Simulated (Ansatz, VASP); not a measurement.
# Two plane-wave programs on TaN

```
Ta N
1.0
     2.93800    0.00000    0.00000
    -1.46900    2.54438    0.00000
     0.00000    0.00000    2.88300
Ta N
1 1
Direct
  0.00000 0.00000 0.50000
  0.66667 0.33333 0.00000
```

Alike in both runs: task single point; functional PBE-based screened hybrid with a share of 0.15 of exact exchange and HFSCREEN = 0.2; k mesh 5 × 5 × 5; occupations fermi-dirac, width 0.05 eV; no spin polarisation.

|  | VASP | Ansatz |
| --- | --- | --- |
| version | VASP 6.6.1 | Ansatz 0.2.0 |
| potentials or method | VASP PAW PBE potentials, release 64 (Ta_pv, N) | Ansatz PAW |
| plane-wave cutoff (eV) | 520 | 420 |
| valence electrons in the cell | 16 | 18 |

VASP gave:

- gap on the k mesh at the Fermi level (eV): none
- pressure (GPa): -0.6
- traceless stress, the component that is largest in VASP (GPa): -0.23

Problem. What did Ansatz give for the same quantities?

Solution. gap on the k mesh at the Fermi level (eV): none; pressure (GPa): -0.5; traceless stress, the component that is largest in VASP (GPa): -0.30.

VASP's potentials were made for PBE, not for PBE-based screened hybrid. A gap of «none» marks a metal or a gap that the smearing closes. VASP's potentials hold 16 valence electrons a cell and Ansatz's 18, so a difference there can come from the potentials and not from the codes.

The k mesh is coarse, so the values compare programs but aren't converged. Spin-orbit coupling is off throughout.
